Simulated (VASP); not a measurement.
# In (Im-3m) in VASP: further runs

Runs on In. Level: RPBE. Tasks: single point.

All numbers are computed with VASP 6.6.1; they aren't measurements. Logs are shortened: lines on timing, memory, paths and dates and some standing lists are left out, and cuts for length are marked.

### 1 The cell of the first run

Symmetry: Im-3m, No. 229, cubic system. Conventional cell: a = 3.879 Å, b = 3.879 Å, c = 3.879 Å, α = 90.00°, β = 90.00°, γ = 90.00°. Within 4.4 Å of In (site symmetry m-3m) lie 14 In at 3.36 to 3.88 Å.

### 2 Single point, RPBE

File INCAR:

```
ALGO     = Normal         # electronic algorithm
EDIFF    = 1E-6           # SCF threshold, eV
ENCUT    = 520            # plane-wave cutoff, eV
GGA      = RP             # functional
ISIF     = 2              # what is computed and relaxed
ISMEAR   = -1             # smearing method
LASPH    = T              # aspherical terms in the spheres
LCHARG   = F              # write CHGCAR
LREAL    = F              # projectors in reciprocal space
LWAVE    = F              # write WAVECAR
NBANDS   = 12             # bands
NELM     = 80             # most SCF steps
PREC     = Accurate       # precision mode
SIGMA    = 0.1            # smearing width, eV
```

File KPOINTS:

```
k-points
0
Gamma
  13 13 13
```

File POSCAR:

```
In
1.0
   -1.9395633363      1.9395633363      1.9395633363
    1.9395633363     -1.9395633363      1.9395633363
    1.9395633363      1.9395633363     -1.9395633363
In
1
Direct
    0.0000000000      0.0000000000      0.0000000000
```

Potentials or basis: VASP PAW PBE potentials, release 64 (In_d).

The run is started by

```
cat potpaw_PBE.64/In_d/POTCAR > POTCAR
mpirun -np 1 vasp_std > vasp.out
```

OUTCAR:

```text
EDIFF = 1E-6
   ENCUT = 520
   GGA = RP
   ISIF = 2
   ISMEAR = -1
   LASPH = T
   LREAL = F
   NELM = 80
   PREC = Accurate

 ion  position               nearest neighbor table
   1  0.000  0.000  0.000-

  LATTYP: Found a body centered cubic cell.
 ALAT       =     3.8791266726

  Lattice vectors:

 A1 = (  -1.9395633363,   1.9395633363,   1.9395633363)
 A2 = (   1.9395633363,  -1.9395633363,   1.9395633363)
 A3 = (   1.9395633363,   1.9395633363,  -1.9395633363)

Analysis of symmetry for initial positions (statically):
=====================================================================
 Subroutine PRICEL returns:
 Original cell was already a primitive cell.

 Routine SETGRP: Setting up the symmetry group for a
 body centered cubic supercell.

 Subroutine GETGRP returns: Found 48 space group operations
 (whereof 48 operations were pure point group operations)
 out of a pool of 48 trial point group operations.

The static configuration has the point symmetry O_h .

Analysis of symmetry for dynamics (positions and initial velocities):
=====================================================================
 Subroutine PRICEL returns:
 Original cell was already a primitive cell.

 Routine SETGRP: Setting up the symmetry group for a
 body centered cubic supercell.

 Subroutine GETGRP returns: Found 48 space group operations
 (whereof 48 operations were pure point group operations)
 out of a pool of 48 trial point group operations.

The dynamic configuration has the point symmetry O_h .

 Subroutine INISYM returns: Found 48 space group operations
 (whereof 48 operations are pure point group operations),
 and found     1 'primitive' translations

----------------------------------------------------------------------------------------

                                     Primitive cell

  volume of cell :      29.1858

  direct lattice vectors                    reciprocal lattice vectors
    -1.939563336  1.939563336  1.939563336     0.000000000  0.257789983  0.257789983
     1.939563336 -1.939563336  1.939563336     0.257789983  0.000000000  0.257789983
     1.939563336  1.939563336 -1.939563336     0.257789983  0.257789983  0.000000000

  length of vectors
     3.359422243  3.359422243  3.359422243     0.364570091  0.364570091  0.364570091

  position of ions in fractional coordinates (direct lattice)
     0.000000000  0.000000000  0.000000000

  ion indices of the primitive-cell ions
   primitive index   ion index
                 1           1

----------------------------------------------------------------------------------------

 KPOINTS: k-points

Automatic generation of k-mesh.
 Grid dimensions read from file:
 generate k-points for:   13   13   13

 Generating k-lattice:

  Cartesian coordinates                     Fractional coordinates (reciprocal lattice)
     0.000000000  0.019829999  0.019829999     0.076923077  0.000000000  0.000000000
     0.019829999  0.000000000  0.019829999     0.000000000  0.076923077  0.000000000
     0.019829999  0.019829999  0.000000000     0.000000000  0.000000000  0.076923077

  Length of vectors
     0.028043853  0.028043853  0.028043853

  Shift w.r.t. Gamma in fractional coordinates (k-lattice)
     0.000000000  0.000000000  0.000000000

 Subroutine IBZKPT returns following result:
 ===========================================

 Found     84 irreducible k-points:

 Following reciprocal coordinates:
            Coordinates               Weight
  0.000000  0.000000  0.000000      1.000000
  0.076923  0.000000  0.000000     12.000000
  0.153846  0.000000  0.000000     12.000000
  0.230769  0.000000  0.000000     12.000000
  0.307692  0.000000  0.000000     12.000000
  0.384615  0.000000  0.000000     12.000000
[... 16 lines left out ...]
  0.153846  0.076923  0.076923     24.000000
  0.230769  0.076923  0.076923     24.000000
 [... further k-points ...]
   k-points           NKPTS =     84   k-points in BZ     NKDIM =     84   number of bands    NBANDS=     12
   number of dos      NEDOS =    301   number of ions     NIONS =      1
   total plane-waves  NPLWV =  21952
   dimension x,y,z NGX =    28 NGY =   28 NGZ =   28
   dimension x,y,z NGXF=    56 NGYF=   56 NGZF=   56
   ions per type =               1
   NGX,Y,Z   is equivalent  to a cutoff of  13.86, 13.86, 13.86 a.u.
   NGXF,Y,Z  is equivalent  to a cutoff of  27.71, 27.71, 27.71 a.u.
 SYSTEM =  unknown system
   PREC   = accura    normal or accurate (medium, high low for compatibility)
   ISTART =      0    job   : 0-new  1-cont  2-samecut
   ICHARG =      2    charge: 1-file 2-atom 10-const
   ISPIN  =      1    spin polarized calculation?
   LNONCOLLINEAR =      F non collinear calculations
   LSORBIT =      F    spin-orbit coupling
   LASPH  =      T    aspherical Exc in radial PAW
   ENCUT  =  520.0 eV  38.22 Ry    6.18 a.u.   6.25  6.25  6.25*2*pi/ulx,y,z
   NELM   =     80;   NELMIN=  2; NELMDL= -5     # of ELM steps
   EDIFF  = 0.1E-05   stopping-criterion for ELM
   LREAL  =      F    real-space projection
   EDIFFG = 0.1E-04   stopping-criterion for IOM
   NSW    =      0    number of steps for IOM
   IBRION =     -1    ionic relax: 0-MD 1-quasi-New 2-CG
   NFREE  =      0    steps in history (QN), initial steepest desc. (CG)
   ISIF   =      2    stress and relaxation
   ISYM   =      2    0-nonsym 1-usesym 2-fastsym
   POTIM  = 0.5000    time-step for ionic-motion
   TEBEG  =    0.0;   TEEND  =   0.0 temperature during run
   PSTRESS=    0.0 pullay stress
   NELECT =      13.0000    total number of electrons
   NUPDOWN=      -1.0000    fix difference up-down
   EMIN   =  10.00;   EMAX   =-10.00  energy-range for DOS
   EFERMI =   0.00;   METHOD = LEGACY
   ISMEAR =    -1;   SIGMA  =   0.10  broadening in eV -4-tet -1-fermi 0-gaus
   EFERMI_NEDOS =   21; number of points for ismear=-14 and -15
   IALGO  =     38    algorithm
   IMIX   =      4    mixing-type and parameters
     AMIX     =   0.40;   BMIX     =  1.00
     AMIX_MAG =   1.60;   BMIX_MAG =  1.00
  volume/ion in A,a.u.               =      29.19       196.96
  Fermi-wavevector in a.u.,A,eV,Ry     =   1.250255  2.362640 21.267783  1.563138
  Thomas-Fermi vector in A             =   2.384258
   LORBIT       =      0    0 simple, 1 ext, 2 COOP (PROOUT), +10 PAW based schemes
   GGA     = RP    functional components
   LHFCALC =     F    Hartree Fock is set to
   AEXX    =    0.0000 exact exchange contribution
   IVDW    =     0    specifies the selected vdW correction
   LEPSILON=     F    determine dielectric tensor
   LRPA    =     F    only Hartree local field effects (RPA)
 non-spin polarized calculation
  energy-cutoff  :      520.00
  volume of cell :       29.19
 maximum number of plane-waves:       802
 NGX is ok and might be reduce to    28
   NGX = 13   NGY = 13   NGZ = 13

 number of electron      13.0000001 magnetization

 Free energy of the ion-electron system (eV)
  ---------------------------------------------------
  ext. energy  EPLUGINS =         0.00000000
  ---------------------------------------------------
  free energy    TOTEN  =        -2.19856392 eV

  energy without entropy =       -2.18116747  energy(sigma->0) =       -2.18986569

 E-fermi :   6.4813     XC(G=0):  -9.6468

 val. band max:        6.3638787135   @ k =  -0.4615  -0.4615   0.3077
 cond. band min:       6.4995191381   @ k =  -0.3846   0.3846   0.1538
 fundamental gap:      0.1356404246
 Fermi energy:         6.4812902663

 k-point     1 :       0.0000    0.0000    0.0000
  band No.  band energies     occupation
      1      -8.1539      2.00000
      2      -8.1539      2.00000
      3      -8.1539      2.00000
      4      -7.9469      2.00000
      5      -7.9469      2.00000
      6      -2.3272      2.00000
      7      16.5154      0.00000
      8      16.5154      0.00000
      9      16.5154      0.00000
     10      19.0934      0.00000
     11      19.0934      0.00000
     12      19.0934      0.00000

 k-point     2 :       0.0769    0.0000    0.0000
  band No.  band energies     occupation
      1      -8.1585      2.00000
      2      -8.1491      2.00000
      3      -8.1354      2.00000
      4      -7.9519      2.00000
      5      -7.9472      2.00000
      6      -2.2015      2.00000
      7      15.3157      0.00000
      8      15.9577      0.00000
      9      16.2688      0.00000
     10      18.1679      0.00000
     11      18.5048      0.00000
     12      18.9093      0.00000

 k-point     3 :       0.1538    0.0000    0.0000
  band No.  band energies     occupation
      1      -8.1713      2.00000
      2      -8.1384      2.00000
      3      -8.0838      2.00000
      4      -7.9639      2.00000
      5      -7.9479      2.00000
      6      -1.8222      2.00000
      7      12.9450      0.00000
      8      14.8819      0.00000
      9      15.6118      0.00000
     10      17.3555      0.00000
     11      17.6905      0.00000
     12      18.9989      0.00000
[... 286 lines left out ...]
 k-point    23 :       0.1538    0.0769    0.0769
  band No.  band energies     occupation
      1      -8.1799      2.00000
      2      -8.1516      2.00000
      3      -7.9863      2.00000
      4      -7.9663      2.00000
      5      -7.9539      2.00000
      6      -0.9282      2.00000
      7      10.4351      0.00000
      8      12.2734      0.00000
      9      12.9622      0.00000
     10      18.7564      0.00000
     11      19.0158      0.00000
     12      19.9715      0.00000

 k-point    24 :       0.2308    0.0769    0.0769
  band No.  band energies     occupation
      1      -8.1974      2.00000
      2      -8.1430      2.00000
      3      -7.9713      2.00000
      4      -7.9516      2.00000
      5      -7.9272      2.00000
      6      -0.0322      2.00000
      7       8.2818      0.00000
      8      11.2989      0.00000
      9      12.2903      0.00000
     10      18.4101      0.00000
     11      18.7201      0.00000
     12      20.6944      0.00000

 [... further k-points ...]

------------------------ aborting loop because EDIFF is reached ----------------------------------------

  FORCE on cell =-STRESS in cart. coord.  units (eV):
  Direction    XX          YY          ZZ          XY          YZ          ZX
  --------------------------------------------------------------------------------------
  -------------------------------------------------------------------------------------
  Total       -0.0281506     -0.0281506     -0.0281506      0.0000000      0.0000000     -0.0000000
  in kB       -1.5453464     -1.5453464     -1.5453464      0.0000000      0.0000000     -0.0000000
  external PRESSURE =      -1.5453464 kB  Pullay stress =       0.0000000 kB

 VOLUME and BASIS-vectors are now :
 -----------------------------------------------------------------------------
  energy-cutoff  :      520.00
  volume of cell :       29.19
      direct lattice vectors                 reciprocal lattice vectors
    -1.939563336  1.939563336  1.939563336     0.000000000  0.257789983  0.257789983
     1.939563336 -1.939563336  1.939563336     0.257789983  0.000000000  0.257789983
     1.939563336  1.939563336 -1.939563336     0.257789983  0.257789983  0.000000000

 POSITION                                       TOTAL-FORCE (eV/Angst)
 -----------------------------------------------------------------------------------
      0.00000      0.00000      0.00000         0.000000     -0.000000     -0.000000
 -----------------------------------------------------------------------------------
    total drift:                                0.000000      0.000000      0.000000

  FREE ENERGIE OF THE ION-ELECTRON SYSTEM (eV)
  ---------------------------------------------------
  free  energy   TOTEN  =        -2.1985639178 eV

  energy  without entropy=       -2.1811674704  energy(sigma->0) =       -2.18986569
```

It took 42 s on 1 thread of AMD EPYC 7R13, shared host; peak memory 0.14 GiB.

What came out:

```
Free energy : -2.1986 eV
Pressure    : -0.2 GPa
```

Caveat: the PAW data sets were made with another functional, which shifts forces and pressure a little; spin-orbit coupling is left out, which moves the levels of the heavy elements.

### 3 Single point, RPBE (volume scaled by 1.04)

File INCAR:

```
PREC = Accurate ; ENCUT = 520
EDIFF = 1E-6 ; ISMEAR = -1
SIGMA = 0.1 ; LREAL = F
LASPH = T ; NELM = 80
ALGO = Normal ; ISIF = 2
LWAVE = F ; LCHARG = F
GGA = RP ; NBANDS = 12
```

File KPOINTS:

```
regular mesh
0
Gamma
  13 13 13
```

File POSCAR:

```
In
1.0
   -1.9650868335      1.9650868335      1.9650868335
    1.9650868335     -1.9650868335      1.9650868335
    1.9650868335      1.9650868335     -1.9650868335
In
1
Direct
    0.0000000000      0.0000000000      0.0000000000
```

Potentials or basis: VASP PAW PBE potentials, release 64 (In_d).

The run is started by

```
cat potpaw_PBE.64/In_d/POTCAR > POTCAR
mpirun -np 1 vasp_std > vasp.out
```

Wall time 43 s (1 thread of AMD EPYC 7R13, shared host); peak memory 0.14 GiB.

The run converged. Its results:

```yaml
Free_energy: -2.1943 eV
Pressure: -1.1 GPa
```

Levels at points of the mesh, in eV from the Fermi level:
```csv
k point,band 4,band 5,band 6,band 7,band 8,band 9
"(0.00, 0.00, 0.00)",-14.42,-14.42,-8.57,9.65,9.65,9.65
```

Caveat: the PAW data sets were made with another functional, which shifts forces and pressure a little; spin-orbit coupling is left out, which moves the levels of the heavy elements.

### 4 Single point, RPBE (volume scaled by 1.08)

File INCAR:

```
  PREC = Accurate
  ENCUT = 520
  EDIFF = 1E-7
  ISMEAR = -1
  SIGMA = 0.1
  LREAL = F
  LASPH = T
  NELM = 100
  ALGO = Normal
  ISIF = 2
  LWAVE = F
  LCHARG = F
  GGA = RP
  NBANDS = 12
```

KPOINTS is that of step 3.

File POSCAR:

```
In
1.0
   -1.9899639913      1.9899639913      1.9899639913
    1.9899639913     -1.9899639913      1.9899639913
    1.9899639913      1.9899639913     -1.9899639913
In
1
Direct
    0.0000000000      0.0000000000      0.0000000000
```

The run is started by

```
cat potpaw_PBE.64/In_d/POTCAR > POTCAR
mpirun -np 1 vasp_std > vasp.out
```

It took 60 s on 1 thread of AMD EPYC 7R13, shared host; peak memory 0.14 GiB.

Results (log left out):

```yaml
Free_energy: -2.1836 eV
Pressure: -1.9 GPa
```

Levels at points of the mesh, in eV from the Fermi level:
```tsv
k point	band 4	band 5	band 6	band 7	band 8	band 9
(0.00, 0.00, 0.00)	-14.42	-14.42	-8.35	9.28	9.28	9.28
```

Caveat: the PAW data sets were made with another functional, which shifts forces and pressure a little; spin-orbit coupling is left out, which moves the levels of the heavy elements.

### 5 The runs side by side

| cell | gap on the mesh (eV) | pressure (GPa) |
| --- | --- | --- |
| a = 3.359 Å, angles 109.5°, 1 atom | none | -0.2 |
| a = 3.404 Å, angles 109.5°, 1 atom | none | -1.1 |
| a = 3.447 Å, angles 109.5°, 1 atom | none | -1.9 |

Alike in all rows: task single point; level RPBE; potentials or basis VASP PAW PBE potentials, release 64 (In_d); no spin polarisation; k mesh 13 × 13 × 13; cutoff (eV) 520; smearing fermi-dirac 0.1 eV.

Caveats: the PAW data sets were made with another functional, which shifts forces and pressure a little; spin-orbit coupling is left out, which moves the levels of the heavy elements.

Total energies depend on the potentials used, so only differences within one code and one set of settings carry meaning.
